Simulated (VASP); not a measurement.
## NaH: single point with PBE

NaH:

```
CELL_PARAMETERS angstrom
0.00000 2.31800 2.31800
2.31800 0.00000 2.31800
2.31800 2.31800 0.00000
ATOMIC_POSITIONS crystal
Na 0.00000 0.00000 0.00000
H 0.50000 0.50000 0.50000
```

This cell differs from its parent crystal: strain -0.050 along x and y, -0.050 along z.

```json
{"Program": "VASP 6.6.1", "Task": "single point", "Functional": "PBE", "Potentials or basis": "VASP PAW PBE potentials, release 64 (Na_pv, H)", "Cutoff": "520 eV", "k mesh": "8 × 8 × 8", "Occupations": "gaussian, width 0.05 eV", "Spin": "no spin polarisation"}
```

```yaml
Pressure: 3.6 GPa
Band_gap_on_the_k_mesh: 3.97 eV, indirect (least direct gap 4.89 eV)
```

Levels at points of the mesh, in eV from the valence-band top:
```
           k point  band 1  band 2  band 3  band 4  band 5  band 6  band 7  band 8  band 9
(0.00, 0.00, 0.00)  -21.90  -21.90  -21.90   -3.98   11.57   16.55   16.55   16.55   17.74
(0.50, 0.00, 0.00)  -22.04  -21.91  -21.91   -0.91    3.97   11.67   14.18   14.18   17.77
(0.50, 0.50, 0.00)  -22.02  -21.94  -21.94   -0.21    4.90   10.50   11.48   11.48   13.12
```

It took 2.7 s on 1 thread of Intel Xeon 6975P-C (shared host), peak memory 0.13 GiB.

Caveat: the cell differs from its parent crystal (strain -0.050 along x and y, -0.050 along z). A k mesh can miss the band edges.
